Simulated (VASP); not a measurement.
PbSe, 4 atoms in the cell. The typed cell holds 4 atoms: a = 7.225 Å, b = 4.347 Å, c = 7.225 Å, α = 72.49°, β = 35.01°, γ = 72.49°. 

* Program: VASP 6.6.1
* Task: single point
* Functional: r2SCAN
* Potentials or basis: VASP PAW PBE potentials, release 64 (Pb_d, Se)
* Cutoff: 520 eV
* k mesh: 4 × 4 × 4
* Occupations: gaussian, width 0.01 eV
* Spin: no spin polarisation
* Dipole correction: no
* Further INCAR settings: ALGO = Normal; EDIFF = 1e-06; NBANDS = 28

Potentials or basis: VASP PAW PBE potentials, release 64 (Pb_d, Se).

Command:

```sh
$ cat potpaw_PBE.64/Pb_d/POTCAR potpaw_PBE.64/Se/POTCAR > POTCAR
$ cp INCAR.step1 INCAR
$ mpirun -np 1 vasp_std > vasp.out
$ cp INCAR.step2 INCAR
$ mpirun -np 1 vasp_std > vasp.out
```

Hardware: 1 thread of Intel Xeon 8259CL (shared host).

Task: Estimate the wall time of this run.

Result: Wall time 7.2 min on 1 thread of Intel Xeon 8259CL (shared host), peak memory 0.35 GiB. Counts: k points 18.
